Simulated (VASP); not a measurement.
# Be2C3 in VASP: single point with PBE

Aim: the single point of Be2C3 with PBE.

Program: VASP 6.6.1. These are calculated values, not measurements. Logs are shortened: lines on timing, memory, paths and dates and some standing lists are left out, and cuts for length are marked.

### 1 The cell of the first run

The typed cell holds 10 atoms: a = 4.945 Å, b = 4.945 Å, c = 4.945 Å, α = 60.00°, β = 60.00°, γ = 60.00°.

### 2 Single point, PBE

Input file INCAR:

```
SYSTEM = Be2C3
ALGO = Normal ; EDIFF = 1E-6
ENCUT = 520 ; GGA = PE
ISIF = 2 ; ISMEAR = 0
LASPH = .TRUE. ; LCHARG = .FALSE.
LREAL = .FALSE. ; LWAVE = .FALSE.
NBANDS = 27 ; NELM = 100
PREC = Accurate ; SIGMA = 0.1
```

Input file KPOINTS:

```
k-points
0
G
  4 4 4
  0 0 0
```

Input file POSCAR:

```
Be2C3
1.0
    0.0000000000      3.4969483038      3.4969483038
    3.4969483038      0.0000000000      3.4969483038
    3.4969483038      3.4969483038      0.0000000000
Be C
4 6
Direct
    0.5000000000      0.5000000000      0.5000000000
    0.2500000000      0.2500000000      0.2500000000
    0.7500000000      0.7500000000      0.7500000000
    0.0000000000      0.0000000000      0.0000000000
    0.2500230354      0.7499769646      0.7499769646
    0.7499769646      0.2500230354      0.2500230354
    0.7499769646      0.2500230354      0.7499769646
    0.2500230354      0.7499769646      0.2500230354
    0.7499769646      0.7499769646      0.2500230354
    0.2500230354      0.2500230354      0.7499769646
```

Potentials or basis: VASP PAW PBE potentials, release 64 (Be, C).

The run is started by

```console
$ cat potpaw_PBE.64/Be/POTCAR potpaw_PBE.64/C/POTCAR > POTCAR
$ mpirun -np 1 vasp_std > vasp.out
```

OUTCAR:

```text
SYSTEM = Be2C3
   EDIFF = 1E-6
   ENCUT = 520
   GGA = PE
   ISIF = 2
   ISMEAR = 0
   LASPH = .TRUE.
   LREAL = .FALSE.
   NELM = 100
   PREC = Accurate

 ion  position               nearest neighbor table
   1  0.500  0.500  0.500-   5 1.75   6 1.75   7 1.75   8 1.75   9 1.75  10 1.75
   2  0.250  0.250  0.250-
   3  0.750  0.750  0.750-
   4  0.000  0.000  0.000-   5 1.75   6 1.75   7 1.75   8 1.75   9 1.75  10 1.75
   5  0.250  0.750  0.750-   1 1.75   4 1.75
   6  0.750  0.250  0.250-   1 1.75   4 1.75
   7  0.750  0.250  0.750-   1 1.75   4 1.75
   8  0.250  0.750  0.250-   1 1.75   4 1.75
   9  0.750  0.750  0.250-   1 1.75   4 1.75
  10  0.250  0.250  0.750-   1 1.75   4 1.75

  LATTYP: Found a face centered cubic cell.
 ALAT       =     6.9938966076

  Lattice vectors:

 A1 = (   0.0000000000,   3.4969483038,   3.4969483038)
 A2 = (   3.4969483038,   0.0000000000,   3.4969483038)
 A3 = (   3.4969483038,   3.4969483038,   0.0000000000)

Analysis of symmetry for initial positions (statically):
=====================================================================
 Subroutine PRICEL returns:
 Original cell was already a primitive cell.

 Routine SETGRP: Setting up the symmetry group for a
 face centered cubic supercell.

 Subroutine GETGRP returns: Found 48 space group operations
 (whereof 48 operations were pure point group operations)
 out of a pool of 48 trial point group operations.

The static configuration has the point symmetry O_h .

Analysis of symmetry for dynamics (positions and initial velocities):
=====================================================================
 Subroutine PRICEL returns:
 Original cell was already a primitive cell.

 Routine SETGRP: Setting up the symmetry group for a
 face centered cubic supercell.

 Subroutine GETGRP returns: Found 48 space group operations
 (whereof 48 operations were pure point group operations)
 out of a pool of 48 trial point group operations.

The dynamic configuration has the point symmetry O_h .

 Subroutine INISYM returns: Found 48 space group operations
 (whereof 48 operations are pure point group operations),
 and found     1 'primitive' translations

----------------------------------------------------------------------------------------

                                     Primitive cell

  volume of cell :      85.5259

  direct lattice vectors                    reciprocal lattice vectors
     0.000000000  3.496948304  3.496948304    -0.142981811  0.142981811  0.142981811
     3.496948304  0.000000000  3.496948304     0.142981811 -0.142981811  0.142981811
     3.496948304  3.496948304  0.000000000     0.142981811  0.142981811 -0.142981811

  length of vectors
     4.945431718  4.945431718  4.945431718     0.247651760  0.247651760  0.247651760

  position of ions in fractional coordinates (direct lattice)
     0.500000000  0.500000000  0.500000000
     0.250000000  0.250000000  0.250000000
     0.750000000  0.750000000  0.750000000
     0.000000000  0.000000000  0.000000000
     0.250023035  0.749976965  0.749976965
     0.749976965  0.250023035  0.250023035
     0.749976965  0.250023035  0.749976965
     0.250023035  0.749976965  0.250023035
     0.749976965  0.749976965  0.250023035
     0.250023035  0.250023035  0.749976965

  ion indices of the primitive-cell ions
   primitive index   ion index
                 1           1
                 2           2
                 3           3
                 4           4
                 5           5
                 6           6
                 7           7
                 8           8
                 9           9
                10          10

----------------------------------------------------------------------------------------

 KPOINTS: k-points

Automatic generation of k-mesh.
 Grid dimensions read from file:
 generate k-points for:    4    4    4

 Generating k-lattice:

  Cartesian coordinates                     Fractional coordinates (reciprocal lattice)
    -0.035745453  0.035745453  0.035745453     0.250000000  0.000000000  0.000000000
     0.035745453 -0.035745453  0.035745453     0.000000000  0.250000000  0.000000000
     0.035745453  0.035745453 -0.035745453     0.000000000  0.000000000  0.250000000

  Length of vectors
     0.061912940  0.061912940  0.061912940

  Shift w.r.t. Gamma in fractional coordinates (k-lattice)
     0.000000000  0.000000000  0.000000000

 Subroutine IBZKPT returns following result:
 ===========================================

 Found      8 irreducible k-points:

 Following reciprocal coordinates:
            Coordinates               Weight
  0.000000  0.000000  0.000000      1.000000
  0.250000  0.000000  0.000000      8.000000
  0.500000  0.000000  0.000000      4.000000
  0.250000  0.250000  0.000000      6.000000
  0.500000  0.250000  0.000000     24.000000
 -0.250000  0.250000  0.000000     12.000000
  0.500000  0.500000  0.000000      3.000000
 -0.250000  0.500000  0.250000      6.000000
   k-points           NKPTS =      8   k-points in BZ     NKDIM =      8   number of bands    NBANDS=     27
   number of dos      NEDOS =    301   number of ions     NIONS =     10
   total plane-waves  NPLWV =  64000
   dimension x,y,z NGX =    40 NGY =   40 NGZ =   40
   dimension x,y,z NGXF=    80 NGYF=   80 NGZF=   80
   ions per type =               4   6
   NGX,Y,Z   is equivalent  to a cutoff of  13.45, 13.45, 13.45 a.u.
   NGXF,Y,Z  is equivalent  to a cutoff of  26.89, 26.89, 26.89 a.u.
 SYSTEM =  Be2C3
   PREC   = accura    normal or accurate (medium, high low for compatibility)
   ISTART =      0    job   : 0-new  1-cont  2-samecut
   ICHARG =      2    charge: 1-file 2-atom 10-const
   ISPIN  =      1    spin polarized calculation?
   LNONCOLLINEAR =      F non collinear calculations
   LSORBIT =      F    spin-orbit coupling
   LASPH  =      T    aspherical Exc in radial PAW
   ENCUT  =  520.0 eV  38.22 Ry    6.18 a.u.   9.20  9.20  9.20*2*pi/ulx,y,z
   NELM   =    100;   NELMIN=  2; NELMDL= -5     # of ELM steps
   EDIFF  = 0.1E-05   stopping-criterion for ELM
   LREAL  =      F    real-space projection
   EDIFFG = 0.1E-04   stopping-criterion for IOM
   NSW    =      0    number of steps for IOM
   IBRION =     -1    ionic relax: 0-MD 1-quasi-New 2-CG
   NFREE  =      0    steps in history (QN), initial steepest desc. (CG)
   ISIF   =      2    stress and relaxation
   ISYM   =      2    0-nonsym 1-usesym 2-fastsym
   POTIM  = 0.5000    time-step for ionic-motion
   TEBEG  =    0.0;   TEEND  =   0.0 temperature during run
   PSTRESS=    0.0 pullay stress
   NELECT =      32.0000    total number of electrons
   NUPDOWN=      -1.0000    fix difference up-down
   EMIN   =  10.00;   EMAX   =-10.00  energy-range for DOS
   EFERMI =   0.00;   METHOD = LEGACY
   ISMEAR =     0;   SIGMA  =   0.10  broadening in eV -4-tet -1-fermi 0-gaus
   EFERMI_NEDOS =   21; number of points for ismear=-14 and -15
   IALGO  =     38    algorithm
   IMIX   =      4    mixing-type and parameters
     AMIX     =   0.40;   BMIX     =  1.00
     AMIX_MAG =   1.60;   BMIX_MAG =  1.00
  volume/ion in A,a.u.               =       8.55        57.72
  Fermi-wavevector in a.u.,A,eV,Ry     =   1.179666  2.229245 18.934019  1.391611
  Thomas-Fermi vector in A             =   2.315972
   LORBIT       =      0    0 simple, 1 ext, 2 COOP (PROOUT), +10 PAW based schemes
   GGA     = PE    functional components
   LHFCALC =     F    Hartree Fock is set to
   AEXX    =    0.0000 exact exchange contribution
   IVDW    =     0    specifies the selected vdW correction
   LEPSILON=     F    determine dielectric tensor
   LRPA    =     F    only Hartree local field effects (RPA)
 non-spin polarized calculation
 Gauss-broadening in eV      SIGMA  =   0.10
  energy-cutoff  :      520.00
  volume of cell :       85.53
 maximum number of plane-waves:      2332
 NGX is ok and might be reduce to    40
   NGX = 19   NGY = 19   NGZ = 19

 number of electron      32.0000000 magnetization

 Free energy of the ion-electron system (eV)
  ---------------------------------------------------
  ext. energy  EPLUGINS =         0.00000000
  ---------------------------------------------------
  free energy    TOTEN  =       -45.86908827 eV

  energy without entropy =      -45.86412305  energy(sigma->0) =      -45.86660566

 E-fermi :   5.8406     XC(G=0): -11.0497

 val. band max:        5.7114007202   @ k =   0.2500   0.0000   0.0000
 cond. band min:       5.9640408912   @ k =  -0.2500   0.2500   0.0000
 fundamental gap:      0.2526401710
 Fermi energy:         5.8406087124

 k-point     1 :       0.0000    0.0000    0.0000
  band No.  band energies     occupation
      1      -9.4993      2.00000
      2      -4.6091      2.00000
      3      -4.6091      2.00000
      4      -4.6091      2.00000
      5      -2.1922      2.00000
      6      -1.3790      2.00000
[... 19 lines left out ...]
     26       9.8717      0.00000
     27      14.9353      0.00000

 k-point     2 :       0.2500    0.0000    0.0000
  band No.  band energies     occupation
      1      -9.0857      2.00000
      2      -6.0485      2.00000
      3      -4.5158      2.00000
      4      -4.5158      2.00000
      5      -2.8613      2.00000
      6      -2.8613      2.00000
[... 19 lines left out ...]
     26       9.3575      0.00000
     27      13.2100      0.00000

 k-point     3 :       0.5000    0.0000    0.0000
  band No.  band energies     occupation
      1      -7.8801      2.00000
      2      -7.8785      2.00000
      3      -4.0169      2.00000
      4      -4.0169      2.00000
      5      -4.0148      2.00000
      6      -4.0148      2.00000
[... 114 lines left out ...]
      1      -7.7969      2.00000
      2      -6.5194      2.00000
      3      -5.6856      2.00000
      4      -5.6018      2.00000
      5      -5.6018      2.00000
      6      -0.9230      2.00000
[... 19 lines left out ...]
     26      10.8539      0.00000
     27      11.0075      0.00000

 k-point     8 :      -0.2500    0.5000    0.2500
  band No.  band energies     occupation
      1      -7.2498      2.00000
      2      -7.2475      2.00000
      3      -6.1275      2.00000
      4      -6.1275      2.00000
      5      -3.1609      2.00000
      6      -3.1597      2.00000
[... 19 lines left out ...]
     26      11.3181      0.00000
     27      11.4296      0.00000

------------------------ aborting loop because EDIFF is reached ----------------------------------------

  FORCE on cell =-STRESS in cart. coord.  units (eV):
  Direction    XX          YY          ZZ          XY          YZ          ZX
  --------------------------------------------------------------------------------------
  -------------------------------------------------------------------------------------
  Total       -0.0037118     -0.0037118     -0.0037118     -0.0000000     -0.0000000      0.0000000
  in kB       -0.0695333     -0.0695333     -0.0695333     -0.0000000     -0.0000000      0.0000000
  external PRESSURE =      -0.0695333 kB  Pullay stress =       0.0000000 kB

 VOLUME and BASIS-vectors are now :
 -----------------------------------------------------------------------------
  energy-cutoff  :      520.00
  volume of cell :       85.53
      direct lattice vectors                 reciprocal lattice vectors
     0.000000000  3.496948304  3.496948304    -0.142981811  0.142981811  0.142981811
     3.496948304  0.000000000  3.496948304     0.142981811 -0.142981811  0.142981811
     3.496948304  3.496948304  0.000000000     0.142981811  0.142981811 -0.142981811

 POSITION                                       TOTAL-FORCE (eV/Angst)
 -----------------------------------------------------------------------------------
      3.49695      3.49695      3.49695        -0.000000     -0.000000     -0.000000
      1.74847      1.74847      1.74847        -0.000000      0.000000     -0.000000
      5.24542      5.24542      5.24542        -0.000000     -0.000000      0.000000
      0.00000      0.00000      0.00000        -0.000000      0.000000      0.000000
      5.24526      3.49695      3.49695         0.003408      0.000000      0.000000
      1.74864      3.49695      3.49695        -0.003408      0.000000      0.000000
      3.49695      5.24526      3.49695        -0.000000      0.003408      0.000000
      3.49695      1.74864      3.49695        -0.000000     -0.003408      0.000000
      3.49695      3.49695      5.24526        -0.000000      0.000000      0.003408
      3.49695      3.49695      1.74864        -0.000000      0.000000     -0.003408
 -----------------------------------------------------------------------------------
    total drift:                                0.000000      0.000000      0.000000

  FREE ENERGIE OF THE ION-ELECTRON SYSTEM (eV)
  ---------------------------------------------------
  free  energy   TOTEN  =       -45.8690882733 eV

  energy  without entropy=      -45.8641230460  energy(sigma->0) =      -45.86660566
```

Wall time 20 s (1 thread of AMD EPYC 9R45 (Zen 5), shared host); peak memory 0.2 GiB.

Results:

| Quantity | Value |
| --- | --- |
| Free energy | -45.8691 eV |
| Pressure | 0.0 GPa |
| Band gap on the k mesh | zero (band 16 reaches 7.08 eV, above the bottom of band 17 at 4.87 eV) |

Caveat: the k points lie up to 0.39 Å⁻¹ apart.
